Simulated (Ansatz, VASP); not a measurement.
**Two plane-wave programs on P**

File INCAR:

```
SYSTEM = P
ALGO = Normal
EDIFF = 1E-6
ENCUT = 520
GGA = PE
ISIF = 2
ISMEAR = 0
LASPH = .TRUE.
LCHARG = .TRUE.
LELF = .TRUE.
LREAL = .FALSE.
LVHAR = .TRUE.
LWAVE = .FALSE.
NBANDS = 18
NELM = 60
PREC = Accurate
SIGMA = 0.1
```

File KPOINTS:

```
k-points
0
G
  6 6 6
  0 0 0
```

Contents of POSCAR:

```
P
1.0
   -1.8283581900      2.9930173900      3.0732789300
    1.8283581900     -2.9930173900      3.0732789300
    1.8283581900      2.9930173900     -3.0732789300
P
4
Direct
    0.9115308200      0.3404630000      0.5710678200
    0.7306048300      0.6595370000      0.0710678200
    0.0884691800      0.6595370000      0.4289321800
    0.2693951700      0.3404630000      0.9289321800
```

Input for Ansatz:

```yaml
crystal:
  lattice:
    - [-1.82835819, 2.99301739, 3.07327893]
    - [1.82835819, -2.99301739, 3.07327893]
    - [1.82835819, 2.99301739, -3.07327893]
  atoms:
    - { symbol: P, position: [0.91153082, 0.340463, 0.57106782] }
    - { symbol: P, position: [0.73060483, 0.659537, 0.07106782] }
    - { symbol: P, position: [0.08846918, 0.659537, 0.42893218] }
    - { symbol: P, position: [0.26939517, 0.340463, 0.92893218] }
basis:
  ecutwfc: 420
kpoints:
  mp_grid: { grid: [6, 6, 6] }
hamiltonian:
  xc: pbe
scf:
  occupations: { method: gaussian, width: 0.1 }
  lower_state_search: "off"
output:
  forces: true
  stress: true
  eigenvalues: true
```

Alike in both runs: task single point; functional PBE; k mesh 6 × 6 × 6; occupations gaussian, width 0.1 eV; no spin polarisation.

```csv
,VASP,Ansatz
version,VASP 6.6.1,Ansatz 0.2.0
potentials or method,"VASP PAW PBE potentials, release 64 (P), cutoff 520 eV","scalar-relativistic, plane waves, PAW"
valence electrons in the cell,20,20
```

VASP gave:

```
gap on the k mesh at the Fermi level (eV)                     : none
pressure (GPa)                                                : 21.4
traceless stress, the component that is largest in VASP (GPa) : -9.36
rms of the force components (eV/Å)                            : 0.601
```

What did Ansatz give for the same quantities?

gap on the k mesh at the Fermi level (eV): none; pressure (GPa): 21.8; traceless stress, the component that is largest in VASP (GPa): -9.20; rms of the force components (eV/Å): 0.618.

Atom by atom the forces differ by 0.017 eV/Å (rms over components). A gap of «none» marks a metal or a gap that the smearing closes. With one functional, cell and mesh, what is left measures potentials, basis and numerics.
